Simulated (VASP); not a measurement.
Set up this calculation in VASP 6.6.1, as the native input.

| Quantity | Value |
| --- | --- |
| Task | relaxation of cell and atoms |
| Functional | PBEsol |
| Potentials or basis | VASP PAW PBE potentials, release 64 (Si, Sn_d) |
| Cutoff | 600 eV |
| k mesh | 6 × 6 × 6 |
| Occupations | gaussian, width 0.01 eV |
| Spin | no spin polarisation |
| Dipole correction | no |
| Further INCAR settings | ALGO = Normal; EDIFF = 1e-06; IBRION = 2; EDIFFG = -0.005; NSW = 100; ISIF = 3 |

The structure of Si7Sn lies in POSCAR:

```
Si7Sn
1.0
    5.5681856111      0.0000000000      0.0000000000
    0.0000000000      5.5681856111      0.0000000000
    0.0000000000      0.0000000000      5.5681856111
Si Sn
7 1
Direct
    0.2619187478      0.2619187478      0.2619187478
    0.0000000000      0.5000000000      0.5000000000
    0.5000000000      0.5000000000      0.0000000000
    0.5000000000      0.0000000000      0.5000000000
    0.7380812522      0.2619187478      0.7380812522
    0.7380812522      0.7380812522      0.2619187478
    0.2619187478      0.7380812522      0.7380812522
    0.0000000000      0.0000000000      0.0000000000
```

One way to write it, as run:

INCAR

```
SYSTEM = Si7Sn
PREC = Accurate ; ENCUT = 600
EDIFF = 1E-6 ; ISMEAR = 0
SIGMA = 0.01 ; LREAL = .False.
LASPH = .True. ; NELM = 60
ALGO = Normal ; ISIF = 3
LWAVE = .False. ; LCHARG = .False.
GGA = PS ; IBRION = 2
NSW = 100 ; EDIFFG = -0.005
```

KPOINTS

```
regular mesh
0
Gamma
  6 6 6
  0 0 0
```

Potentials or basis: VASP PAW PBE potentials, release 64 (Si, Sn_d).

Run with:

```console
$ cat potpaw_PBE.64/Si/POTCAR potpaw_PBE.64/Sn_d/POTCAR > POTCAR
$ mpirun -np 1 vasp_std > vasp.out
```

It gave:

```json
{
 "Relaxed volume": "21.60 Å³/atom",
 "Relaxed cell": "a = 5.570 Å, b = 5.570 Å, c = 5.570 Å, α = 90.00°, β = 90.00°, γ = 90.00°",
 "Space group after relaxing (to 0.1 Å)": "P-43m (No. 215)",
 "Energy gained by relaxing": "0.0 meV/atom",
 "Ionic steps": "7",
 "Pressure after relaxing": "0.0 GPa",
 "Band gap on the k mesh": "0.10 eV"
}
```

Caveat: semilocal functionals underestimate gaps, and a narrow one can read as zero; the PAW data sets were made with another functional, which shifts forces and pressure a little; spin-orbit coupling is left out, which moves the levels of the heavy elements.

Run time: 3.8 min on 1 thread of Intel(R) Xeon(R) Platinum 8259CL CPU @ 2.50GHz (Skylake/Cascade Lake), with other jobs on the host, peak memory 0.39 GiB.
